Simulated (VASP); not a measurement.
# Al3Ru2 (I4/mmm) in VASP: a series of runs, part 2 of 2

VASP 6.6.1. Earlier steps stand in the parts before.

**3. Single point, PBEsol (biaxial strain in the a-b plane: +4.5 %, then relaxed in part)**

Input file INCAR:

```
ALGO = Fast ; EDIFF = 1E-6
ENCUT = 520 ; GGA = PS
ISIF = 2 ; ISMEAR = 0
LASPH = True ; LCHARG = True
LELF = True ; LREAL = False
LVHAR = True ; LWAVE = False
NBANDS = 48 ; NELM = 100
PREC = Accurate ; SIGMA = 0.1
```

Input file KPOINTS:

```
k-points
0
Gamma
  12 12 4
```

Input file POSCAR:

```
Al3Ru2
1.0
    3.2116641241      0.0000000000      0.0000000000
    0.0000000000      3.2116641241      0.0000000000
    0.0000000000      0.0000000000     13.8326847529
Al Ru
6 4
Direct
    0.0000000000      0.0000000000      0.0000000000
    0.5000000000      0.5000000000      0.3040957178
    0.0000000000      0.0000000000      0.1959042822
    0.5000000000      0.5000000000      0.5000000000
    0.0000000000      0.0000000000      0.8040957178
    0.5000000000      0.5000000000      0.6959042822
    0.5000000000      0.5000000000      0.1072355521
    0.0000000000      0.0000000000      0.3927644479
    0.0000000000      0.0000000000      0.6072355521
    0.5000000000      0.5000000000      0.8927644479
```

Potentials or basis: VASP PAW PBE potentials, release 64 (Al, Ru_pv).

On the command line:

```sh
> cat potpaw_PBE.64/Al/POTCAR potpaw_PBE.64/Ru_pv/POTCAR > POTCAR
> mpirun -np 1 vasp_std > vasp.out
```

OUTCAR:

```text
EDIFF = 1E-6
   ENCUT = 520
   GGA = PS
   ISIF = 2
   ISMEAR = 0
   LASPH = True
   LREAL = False
   NELM = 100
   PREC = Accurate

 ion  position               nearest neighbor table
   1  0.000  0.000  0.000-   3 2.71   5 2.71   7 2.71  10 2.71   7 2.71  10 2.71   7 2.71  10 2.71
                             7 2.71  10 2.71
   2  0.500  0.500  0.304-   8 2.58   8 2.58   8 2.58   8 2.58   4 2.71   3 2.72   3 2.72   3 2.72
                             3 2.72   7 2.72
   3  0.000  0.000  0.196-   7 2.58   7 2.58   7 2.58   7 2.58   1 2.71   2 2.72   2 2.72   2 2.72
                             2 2.72   8 2.72
   4  0.500  0.500  0.500-   2 2.71   6 2.71   8 2.71   9 2.71   8 2.71   9 2.71   8 2.71   9 2.71
                             8 2.71   9 2.71
   5  0.000  0.000  0.804-  10 2.58  10 2.58  10 2.58  10 2.58   1 2.71   6 2.72   6 2.72   6 2.72
                             6 2.72   9 2.72
   6  0.500  0.500  0.696-   9 2.58   9 2.58   9 2.58   9 2.58   4 2.71   5 2.72   5 2.72   5 2.72
                             5 2.72  10 2.72
   7  0.500  0.500  0.107-   3 2.58   3 2.58   3 2.58   3 2.58   1 2.71   1 2.71   1 2.71   1 2.71
                             2 2.72  10 2.97
   8  0.000  0.000  0.393-   2 2.58   2 2.58   2 2.58   2 2.58   4 2.71   4 2.71   4 2.71   4 2.71
                             3 2.72   9 2.97
   9  0.000  0.000  0.607-   6 2.58   6 2.58   6 2.58   6 2.58   4 2.71   4 2.71   4 2.71   4 2.71
                             5 2.72   8 2.97
  10  0.500  0.500  0.893-   5 2.58   5 2.58   5 2.58   5 2.58   1 2.71   1 2.71   1 2.71   1 2.71
                             6 2.72   7 2.97

  LATTYP: Found a simple tetragonal cell.
 ALAT       =     3.2116641241
 C/A-ratio  =     4.3070147495

  Lattice vectors:

 A1 = (   3.2116641241,   0.0000000000,   0.0000000000)
 A2 = (   0.0000000000,   3.2116641241,   0.0000000000)
 A3 = (   0.0000000000,   0.0000000000,  13.8326847529)

Analysis of symmetry for initial positions (statically):
=====================================================================
 Subroutine PRICEL returns following result:

  LATTYP: Found a body centered tetragonal cell.
 ALAT       =     3.2116641241
 C/A-ratio  =     4.3070147495

  Lattice vectors:

 A1 = (  -1.6058320620,   1.6058320620,   6.9163423765)
 A2 = (   1.6058320620,  -1.6058320620,   6.9163423765)
 A3 = (   1.6058320620,   1.6058320620,  -6.9163423765)

   2 primitive cells build up your supercell.

 Routine SETGRP: Setting up the symmetry group for a
 simple tetragonal supercell.

 Subroutine GETGRP returns: Found 16 space group operations
 (whereof 16 operations were pure point group operations)
 out of a pool of 16 trial point group operations.

The static configuration has the point symmetry D_4h.

Analysis of symmetry for dynamics (positions and initial velocities):
=====================================================================
 Subroutine PRICEL returns following result:

  LATTYP: Found a body centered tetragonal cell.
 ALAT       =     3.2116641241
 C/A-ratio  =     4.3070147495

  Lattice vectors:

 A1 = (  -1.6058320620,   1.6058320620,   6.9163423765)
 A2 = (   1.6058320620,  -1.6058320620,   6.9163423765)
 A3 = (   1.6058320620,   1.6058320620,  -6.9163423765)

   2 primitive cells build up your supercell.

 Routine SETGRP: Setting up the symmetry group for a
[... 95 lines left out ...]
   number of dos      NEDOS =    301   number of ions     NIONS =     10
   total plane-waves  NPLWV =  62208
   dimension x,y,z NGX =    24 NGY =   24 NGZ =  108
   dimension x,y,z NGXF=    48 NGYF=   48 NGZF=  216
   ions per type =               6   4
   NGX,Y,Z   is equivalent  to a cutoff of  12.42, 12.42, 12.98 a.u.
   NGXF,Y,Z  is equivalent  to a cutoff of  24.85, 24.85, 25.96 a.u.
 SYSTEM =  unknown system
   PREC   = accura    normal or accurate (medium, high low for compatibility)
   ISTART =      0    job   : 0-new  1-cont  2-samecut
   ICHARG =      2    charge: 1-file 2-atom 10-const
   ISPIN  =      1    spin polarized calculation?
   LNONCOLLINEAR =      F non collinear calculations
   LSORBIT =      F    spin-orbit coupling
   LASPH  =      T    aspherical Exc in radial PAW
   ENCUT  =  520.0 eV  38.22 Ry    6.18 a.u.   5.97  5.97 25.72*2*pi/ulx,y,z
   NELM   =    100;   NELMIN=  2; NELMDL= -5     # of ELM steps
   EDIFF  = 0.1E-05   stopping-criterion for ELM
   LREAL  =      F    real-space projection
   EDIFFG = 0.1E-04   stopping-criterion for IOM
   NSW    =      0    number of steps for IOM
   IBRION =     -1    ionic relax: 0-MD 1-quasi-New 2-CG
   NFREE  =      0    steps in history (QN), initial steepest desc. (CG)
   ISIF   =      2    stress and relaxation
   ISYM   =      2    0-nonsym 1-usesym 2-fastsym
   POTIM  = 0.5000    time-step for ionic-motion
   TEBEG  =    0.0;   TEEND  =   0.0 temperature during run
   PSTRESS=    0.0 pullay stress
   NELECT =      74.0000    total number of electrons
   NUPDOWN=      -1.0000    fix difference up-down
   EMIN   =  10.00;   EMAX   =-10.00  energy-range for DOS
   EFERMI =   0.00;   METHOD = LEGACY
   ISMEAR =     0;   SIGMA  =   0.10  broadening in eV -4-tet -1-fermi 0-gaus
   EFERMI_NEDOS =   21; number of points for ismear=-14 and -15
   IALGO  =     68    algorithm
   IMIX   =      4    mixing-type and parameters
     AMIX     =   0.40;   BMIX     =  1.00
     AMIX_MAG =   1.60;   BMIX_MAG =  1.00
  volume/ion in A,a.u.               =      14.27        96.29
  Fermi-wavevector in a.u.,A,eV,Ry     =   1.315315  2.485585 23.538814  1.730054
  Thomas-Fermi vector in A             =   2.445506
   LORBIT       =      0    0 simple, 1 ext, 2 COOP (PROOUT), +10 PAW based schemes
   GGA     = PS    functional components
   LHFCALC =     F    Hartree Fock is set to
   AEXX    =    0.0000 exact exchange contribution
   IVDW    =     0    specifies the selected vdW correction
   LEPSILON=     F    determine dielectric tensor
   LRPA    =     F    only Hartree local field effects (RPA)
 non-spin polarized calculation
 RMM-DIIS sequential band-by-band and
 Gauss-broadening in eV      SIGMA  =   0.10
  energy-cutoff  :      520.00
  volume of cell :      142.68
 maximum number of plane-waves:      3896
 NGX is ok and might be reduce to    24
   NGX = 11   NGY = 11   NGZ = 51

 number of electron      74.0000009 magnetization

 Free energy of the ion-electron system (eV)
  ---------------------------------------------------
  ext. energy  EPLUGINS =         0.00000000
  ---------------------------------------------------
  free energy    TOTEN  =       -71.36847028 eV

  energy without entropy =      -71.34841301  energy(sigma->0) =      -71.35844165

 E-fermi :   9.7056     XC(G=0): -12.0364

 val. band max:        9.6933105952   @ k =   0.3333   0.1667   0.2500
 cond. band min:       9.7086271166   @ k =   0.4167   0.4167   0.2500
 fundamental gap:      0.0153165214
 Fermi energy:         9.7056158024

 k-point     1 :       0.0000    0.0000    0.0000
  band No.  band energies     occupation
      1     -32.2249      2.00000
      2     -32.2249      2.00000
      3     -32.2247      2.00000
      4     -32.2247      2.00000
      5     -32.2150      2.00000
      6     -32.2150      2.00000
[... 1213 lines left out ...]
     47      13.5877      0.00000
     48      13.9007      0.00000

 [... further k-points ...]

------------------------ aborting loop because EDIFF is reached ----------------------------------------

  FORCE on cell =-STRESS in cart. coord.  units (eV):
  Direction    XX          YY          ZZ          XY          YZ          ZX
  --------------------------------------------------------------------------------------
  -------------------------------------------------------------------------------------
  Total      -12.9479002    -12.9479002      0.1277186      0.0000000      0.0000000      0.0000000
  in kB     -145.3929023   -145.3929023      1.4341616      0.0000000      0.0000000      0.0000000
  external PRESSURE =     -96.4505477 kB  Pullay stress =       0.0000000 kB

 VOLUME and BASIS-vectors are now :
 -----------------------------------------------------------------------------
  energy-cutoff  :      520.00
  volume of cell :      142.68
      direct lattice vectors                 reciprocal lattice vectors
     3.211664124  0.000000000  0.000000000     0.311365062  0.000000000  0.000000000
     0.000000000  3.211664124  0.000000000     0.000000000  0.311365062  0.000000000
     0.000000000  0.000000000 13.832684753     0.000000000  0.000000000  0.072292546

 POSITION                                       TOTAL-FORCE (eV/Angst)
 -----------------------------------------------------------------------------------
      0.00000      0.00000      0.00000        -0.000000      0.000000      0.000000
      1.60583      1.60583      4.20646         0.000000      0.000000     -0.002386
      0.00000      0.00000      2.70988        -0.000000      0.000000      0.002386
      1.60583      1.60583      6.91634         0.000000      0.000000     -0.000000
      0.00000      0.00000     11.12280         0.000000      0.000000     -0.002386
      1.60583      1.60583      9.62622        -0.000000      0.000000      0.002386
      1.60583      1.60583      1.48336        -0.000000     -0.000000     -0.003731
      0.00000      0.00000      5.43299         0.000000      0.000000      0.003731
      0.00000      0.00000      8.39970         0.000000     -0.000000     -0.003731
      1.60583      1.60583     12.34933         0.000000     -0.000000      0.003731
 -----------------------------------------------------------------------------------
    total drift:                                0.000000      0.000000      0.000000

  FREE ENERGIE OF THE ION-ELECTRON SYSTEM (eV)
  ---------------------------------------------------
  free  energy   TOTEN  =       -71.3684702776 eV

  energy  without entropy=      -71.3484130128  energy(sigma->0) =      -71.35844165
```

Run time: 4.5 min. Hardware: 1 thread of Intel Xeon 6975P-C (Granite Rapids), shared host; peak memory 0.53 GiB.

What came out:

```yaml
Free_energy: -71.3685 eV
Pressure: -9.6 GPa
Largest_force: 0.004 eV/Å
Band_gap_on_the_k_mesh: zero (bands 37 and 38 overlap by 1.65 eV)
```

Forces in eV/Å, atoms in the order of the input:
```
Al   0.000  0.000  0.000
Al   0.000  0.000 -0.002
Al   0.000  0.000  0.002
Al   0.000  0.000  0.000
Al   0.000  0.000 -0.002
Al   0.000  0.000  0.002
Ru   0.000  0.000 -0.004
Ru   0.000  0.000  0.004
Ru   0.000  0.000 -0.004
Ru   0.000  0.000  0.004
```

Stress tensor (GPa, compression positive):
```
-14.54   0.00   0.00
  0.00 -14.54   0.00
  0.00   0.00   0.14
```

Caveat: the cell differs from its parent crystal (biaxial strain in the a-b plane: +4.5 %, then relaxed in part); the cell stands under tension; the PAW data sets were made with another functional, which shifts forces and pressure a little.
